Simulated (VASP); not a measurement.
# Au (I4/mmm) in VASP: further runs

The runs below take Au through single point, with PBEsol.

Everything below comes from runs of VASP 6.6.1. Logs are shortened: lines on timing, memory, paths and dates and some standing lists are left out, and cuts for length are marked.

## Step 1: The cell of the first run

It takes space group I4/mmm (No. 139, tetragonal). The conventional cell has a = 3.380 Å, b = 3.380 Å, c = 2.988 Å, α = 90.00°, β = 90.00°, γ = 90.00°. Au (site symmetry 4/mmm) has 14 Au at 2.82 to 3.38 Å within 3.7 Å.

## Step 2: Single point, PBEsol

The input, INCAR:

```
SYSTEM = Au
ALGO = Normal ; EDIFF = 1E-6
ENCUT = 520 ; GGA = PS
ISIF = 2 ; ISMEAR = 0
LASPH = .True. ; LCHARG = .True.
LELF = .True. ; LREAL = .False.
LVHAR = .True. ; LWAVE = .False.
NBANDS = 12 ; NELM = 100
PREC = Accurate ; SIGMA = 0.1
```

The input, KPOINTS:

```
k-points
0
Gamma
  10 10 10
  0 0 0
```

The input, POSCAR:

```
Au
1.0
   -1.6899011207      1.6899011207      1.4941241365
    1.6899011207     -1.6899011207      1.4941241365
    1.6899011207      1.6899011207     -1.4941241365
Au
1
Direct
    0.0000000000      0.0000000000      0.0000000000
```

Potentials or basis: VASP PAW PBE potentials, release 64 (Au).

Launch:

```console
> cat potpaw_PBE.64/Au/POTCAR > POTCAR
> mpirun -np 1 vasp_std > vasp.out
```

OUTCAR:

```text
SYSTEM = Au
   EDIFF = 1E-6
   ENCUT = 520
   GGA = PS
   ISIF = 2
   ISMEAR = 0
   LASPH = .True.
   LREAL = .False.
   NELM = 100
   PREC = Accurate

 ion  position               nearest neighbor table
   1  0.000  0.000  0.000-

  LATTYP: Found a body centered tetragonal cell.
 ALAT       =     3.3798022414
 C/A-ratio  =     0.8841488524

  Lattice vectors:

 A1 = (  -1.6899011207,   1.6899011207,   1.4941241365)
 A2 = (   1.6899011207,  -1.6899011207,   1.4941241365)
 A3 = (   1.6899011207,   1.6899011207,  -1.4941241365)

Analysis of symmetry for initial positions (statically):
=====================================================================
 Subroutine PRICEL returns:
 Original cell was already a primitive cell.

 Routine SETGRP: Setting up the symmetry group for a
 body centered tetragonal supercell.

 Subroutine GETGRP returns: Found 16 space group operations
 (whereof 16 operations were pure point group operations)
 out of a pool of 16 trial point group operations.

The static configuration has the point symmetry D_4h.

Analysis of symmetry for dynamics (positions and initial velocities):
=====================================================================
 Subroutine PRICEL returns:
 Original cell was already a primitive cell.

 Routine SETGRP: Setting up the symmetry group for a
 body centered tetragonal supercell.

 Subroutine GETGRP returns: Found 16 space group operations
 (whereof 16 operations were pure point group operations)
 out of a pool of 16 trial point group operations.

The dynamic configuration has the point symmetry D_4h.

 Subroutine INISYM returns: Found 16 space group operations
 (whereof 16 operations are pure point group operations),
 and found     1 'primitive' translations

----------------------------------------------------------------------------------------

                                     Primitive cell

  volume of cell :      17.0675

  direct lattice vectors                    reciprocal lattice vectors
    -1.689901121  1.689901121  1.494124136     0.000000000  0.295875299  0.334644216
     1.689901121 -1.689901121  1.494124136     0.295875299  0.000000000  0.334644216
     1.689901121  1.689901121 -1.494124136     0.295875299  0.295875299  0.000000000

  length of vectors
     2.818499340  2.818499340  2.818499340     0.446686628  0.446686628  0.418430861

  position of ions in fractional coordinates (direct lattice)
     0.000000000  0.000000000  0.000000000

  ion indices of the primitive-cell ions
   primitive index   ion index
                 1           1

----------------------------------------------------------------------------------------

 KPOINTS: k-points

Automatic generation of k-mesh.
 Grid dimensions read from file:
 generate k-points for:   10   10   10

 Generating k-lattice:

  Cartesian coordinates                     Fractional coordinates (reciprocal lattice)
     0.000000000  0.029587530  0.033464422     0.100000000  0.000000000 -0.000000000
     0.029587530  0.000000000  0.033464422     0.000000000  0.100000000 -0.000000000
     0.029587530  0.029587530  0.000000000     0.000000000  0.000000000  0.100000000

  Length of vectors
     0.044668663  0.044668663  0.041843086

  Shift w.r.t. Gamma in fractional coordinates (k-lattice)
     0.000000000  0.000000000  0.000000000

 Subroutine IBZKPT returns following result:
 ===========================================

 Found    102 irreducible k-points:

 Following reciprocal coordinates:
            Coordinates               Weight
  0.000000  0.000000  0.000000      1.000000
  0.100000  0.000000 -0.000000      8.000000
  0.200000  0.000000 -0.000000      8.000000
  0.300000  0.000000 -0.000000      8.000000
  0.400000  0.000000  0.000000      8.000000
  0.500000  0.000000 -0.000000      4.000000
[... 16 lines left out ...]
  0.300000  0.300000 -0.000000      8.000000
  0.400000  0.300000  0.000000     16.000000
 [... further k-points ...]
   k-points           NKPTS =    102   k-points in BZ     NKDIM =    102   number of bands    NBANDS=     12
   number of dos      NEDOS =    301   number of ions     NIONS =      1
   total plane-waves  NPLWV =  13824
   dimension x,y,z NGX =    24 NGY =   24 NGZ =   24
   dimension x,y,z NGXF=    48 NGYF=   48 NGZF=   48
   ions per type =               1
   NGX,Y,Z   is equivalent  to a cutoff of  14.16, 14.16, 14.16 a.u.
   NGXF,Y,Z  is equivalent  to a cutoff of  28.31, 28.31, 28.31 a.u.
 SYSTEM =  Au
   PREC   = accura    normal or accurate (medium, high low for compatibility)
   ISTART =      0    job   : 0-new  1-cont  2-samecut
   ICHARG =      2    charge: 1-file 2-atom 10-const
   ISPIN  =      1    spin polarized calculation?
   LNONCOLLINEAR =      F non collinear calculations
   LSORBIT =      F    spin-orbit coupling
   LASPH  =      T    aspherical Exc in radial PAW
   ENCUT  =  520.0 eV  38.22 Ry    6.18 a.u.   5.24  5.24  5.24*2*pi/ulx,y,z
   NELM   =    100;   NELMIN=  2; NELMDL= -5     # of ELM steps
   EDIFF  = 0.1E-05   stopping-criterion for ELM
   LREAL  =      F    real-space projection
   EDIFFG = 0.1E-04   stopping-criterion for IOM
   NSW    =      0    number of steps for IOM
   IBRION =     -1    ionic relax: 0-MD 1-quasi-New 2-CG
   NFREE  =      0    steps in history (QN), initial steepest desc. (CG)
   ISIF   =      2    stress and relaxation
   ISYM   =      2    0-nonsym 1-usesym 2-fastsym
   POTIM  = 0.5000    time-step for ionic-motion
   TEBEG  =    0.0;   TEEND  =   0.0 temperature during run
   PSTRESS=    0.0 pullay stress
   NELECT =      11.0000    total number of electrons
   NUPDOWN=      -1.0000    fix difference up-down
   EMIN   =  10.00;   EMAX   =-10.00  energy-range for DOS
   EFERMI =   0.00;   METHOD = LEGACY
   ISMEAR =     0;   SIGMA  =   0.10  broadening in eV -4-tet -1-fermi 0-gaus
   EFERMI_NEDOS =   21; number of points for ismear=-14 and -15
   IALGO  =     38    algorithm
   IMIX   =      4    mixing-type and parameters
     AMIX     =   0.40;   BMIX     =  1.00
     AMIX_MAG =   1.60;   BMIX_MAG =  1.00
  volume/ion in A,a.u.               =      17.07       115.18
  Fermi-wavevector in a.u.,A,eV,Ry     =   1.414108  2.672277 27.207597  1.999702
  Thomas-Fermi vector in A             =   2.535684
   LORBIT       =      0    0 simple, 1 ext, 2 COOP (PROOUT), +10 PAW based schemes
   GGA     = PS    functional components
   LHFCALC =     F    Hartree Fock is set to
   AEXX    =    0.0000 exact exchange contribution
   IVDW    =     0    specifies the selected vdW correction
   LEPSILON=     F    determine dielectric tensor
   LRPA    =     F    only Hartree local field effects (RPA)
 non-spin polarized calculation
 Gauss-broadening in eV      SIGMA  =   0.10
  energy-cutoff  :      520.00
  volume of cell :       17.07
 maximum number of plane-waves:       469
 NGX is ok and might be reduce to    24
   NGX = 11   NGY = 11   NGZ = 11

 number of electron      11.0000001 magnetization

 Free energy of the ion-electron system (eV)
  ---------------------------------------------------
  ext. energy  EPLUGINS =         0.00000000
  ---------------------------------------------------
  free energy    TOTEN  =        -3.89377242 eV

  energy without entropy =       -3.89057778  energy(sigma->0) =       -3.89217510

 E-fermi :   9.4452     XC(G=0): -12.8766

 val. band max:        9.3826518044   @ k =   0.5000   0.3000   0.1000
 cond. band min:       9.4693843415   @ k =   0.3000   0.1000   0.1000
 fundamental gap:      0.0867325371
 Fermi energy:         9.4452445791

 k-point     1 :       0.0000    0.0000    0.0000
  band No.  band energies     occupation
      1      -0.6464      2.00000
      2       3.8943      2.00000
      3       4.7756      2.00000
      4       4.7756      2.00000
      5       5.6711      2.00000
      6       6.7404      2.00000
      7      24.9552      0.00000
      8      24.9552      0.00000
      9      27.5042      0.00000
     10      32.4108      0.00000
     11      32.4108      0.00000
     12      33.8435      0.00000

 k-point     2 :       0.1000    0.0000   -0.0000
  band No.  band energies     occupation
      1      -0.2609      2.00000
      2       3.9560      2.00000
      3       4.7315      2.00000
      4       4.8311      2.00000
      5       5.7417      2.00000
      6       6.6154      2.00000
      7      25.1652      0.00000
      8      25.4425      0.00000
      9      26.8845      0.00000
     10      30.3962      0.00000
     11      31.3505      0.00000
     12      32.5535      0.00000

 k-point     3 :       0.2000    0.0000   -0.0000
  band No.  band energies     occupation
      1       0.7795      2.00000
      2       3.8068      2.00000
      3       4.6055      2.00000
      4       5.3618      2.00000
      5       6.0249      2.00000
      6       6.3948      2.00000
      7      24.1430      0.00000
      8      24.8825      0.00000
      9      26.6195      0.00000
     10      28.8986      0.00000
     11      29.0976      0.00000
     12      30.9166      0.00000
[... 286 lines left out ...]
 k-point    23 :       0.3000    0.3000   -0.0000
  band No.  band energies     occupation
      1       2.8712      2.00000
      2       3.8212      2.00000
      3       4.7342      2.00000
      4       6.1216      2.00000
      5       7.0769      2.00000
      6      12.8383      0.00000
      7      13.4680      0.00000
      8      16.1757      0.00000
      9      23.2421      0.00000
     10      28.6352      0.00000
     11      31.5463      0.00000
     12      36.1065      0.00000

 k-point    24 :       0.4000    0.3000    0.0000
  band No.  band energies     occupation
      1       3.0324      2.00000
      2       3.9707      2.00000
      3       4.4680      2.00000
      4       6.2861      2.00000
      5       6.5086      2.00000
      6      11.6371      0.00000
      7      14.2982      0.00000
      8      16.7829      0.00000
      9      23.8973      0.00000
     10      29.1164      0.00000
     11      31.0412      0.00000
     12      36.6458      0.00000

 [... further k-points ...]

------------------------ aborting loop because EDIFF is reached ----------------------------------------

  FORCE on cell =-STRESS in cart. coord.  units (eV):
  Direction    XX          YY          ZZ          XY          YZ          ZX
  --------------------------------------------------------------------------------------
  -------------------------------------------------------------------------------------
  Total       -0.0352158     -0.0352158     -0.0429569      0.0000000     -0.0000000      0.0000000
  in kB       -3.3058206     -3.3058206     -4.0324943      0.0000000     -0.0000000      0.0000000
  external PRESSURE =      -3.5480452 kB  Pullay stress =       0.0000000 kB

 VOLUME and BASIS-vectors are now :
 -----------------------------------------------------------------------------
  energy-cutoff  :      520.00
  volume of cell :       17.07
      direct lattice vectors                 reciprocal lattice vectors
    -1.689901121  1.689901121  1.494124136     0.000000000  0.295875299  0.334644216
     1.689901121 -1.689901121  1.494124136     0.295875299  0.000000000  0.334644216
     1.689901121  1.689901121 -1.494124136     0.295875299  0.295875299  0.000000000

 POSITION                                       TOTAL-FORCE (eV/Angst)
 -----------------------------------------------------------------------------------
      0.00000      0.00000      0.00000         0.000000      0.000000      0.000000
 -----------------------------------------------------------------------------------
    total drift:                               -0.000000      0.000000     -0.000000

  FREE ENERGIE OF THE ION-ELECTRON SYSTEM (eV)
  ---------------------------------------------------
  free  energy   TOTEN  =        -3.8937724211 eV

  energy  without entropy=       -3.8905777841  energy(sigma->0) =       -3.89217510
```

It took 18 s on 1 thread of Intel Xeon 8259CL, shared host; peak memory 0.15 GiB.

Results:

```yaml
Free_energy: -3.8938 eV
Pressure: -0.4 GPa
Band_gap_on_the_k_mesh: zero (an odd number of electrons rules out a gap without spin polarisation)
```

Levels at points of the mesh, in eV from the Fermi level:
```csv
k point,band 4,band 5,band 6,band 7,band 8,band 9
"(0.00, 0.00, 0.00)",-4.67,-3.77,-2.70,15.51,15.51,18.06
"(0.50, 0.00, 0.00)",-2.34,-1.60,-0.58,3.78,11.66,12.80
"(0.50, 0.50, 0.00)",-3.18,-1.68,-1.33,2.70,13.40,15.75
"(0.50, 0.50, 0.50)",-2.02,-1.77,4.91,4.91,8.63,8.98
```

Caveat: the PAW data sets were made with another functional, which shifts forces and pressure a little; spin-orbit coupling is left out, which moves the levels of the heavy elements.

## Step 3: Single point, PBEsol

The input, INCAR:

```
ALGO = Normal
EDIFF = 1E-7
ENCUT = 520
GGA = PS
ISIF = 2
ISMEAR = 0
LASPH = True
LCHARG = True
LELF = True
LREAL = False
LVHAR = True
LWAVE = False
NBANDS = 12
NELM = 80
PREC = Accurate
SIGMA = 0.1
```

The input, KPOINTS:

```
k-points
0
Gamma
  18 18 18
```

The input, POSCAR:

```
Au
1.0
   -1.7059597737      1.7059597737      1.4678591327
    1.7059597737     -1.7059597737      1.4678591327
    1.7059597737      1.7059597737     -1.4678591327
Au
1
Direct
    0.0000000000      0.0000000000      0.0000000000
```

Potentials or basis: VASP PAW PBE potentials, release 64 (Au).

Launch:

```console
> cat potpaw_PBE.64/Au/POTCAR > POTCAR
> mpirun -np 1 vasp_std > vasp.out
```

Wall time 87 s (1 thread of Intel Xeon 8259CL, shared host); peak memory 0.22 GiB.

The run converged. Its results:

```
Free energy            : -3.9083 eV
Pressure               : -0.3 GPa
Band gap on the k mesh : zero (an odd number of electrons rules out a gap without spin polarisation)
```

Levels at points of the mesh, in eV from the Fermi level:
| k point | band 3 | band 4 | band 5 | band 6 | band 7 | band 8 | band 9 | band 10 |
| --- | --- | --- | --- | --- | --- | --- | --- | --- |
| (0.00, 0.00, 0.00) | -4.43 | -4.43 | -3.85 | -2.52 | 15.43 | 15.43 | 18.64 | 22.91 |
| (0.50, 0.00, 0.00) | -3.20 | -2.07 | -1.52 | -0.37 | 4.02 | 11.69 | 12.74 | 20.33 |
| (0.50, 0.50, 0.00) | -4.04 | -3.11 | -1.58 | -1.30 | 2.67 | 13.81 | 16.36 | 20.47 |
| (0.50, 0.50, 0.50) | -1.90 | -1.90 | -1.61 | 4.79 | 4.79 | 8.88 | 9.37 | 14.39 |

Caveat: the PAW data sets were made with another functional, which shifts forces and pressure a little; spin-orbit coupling is left out, which moves the levels of the heavy elements.
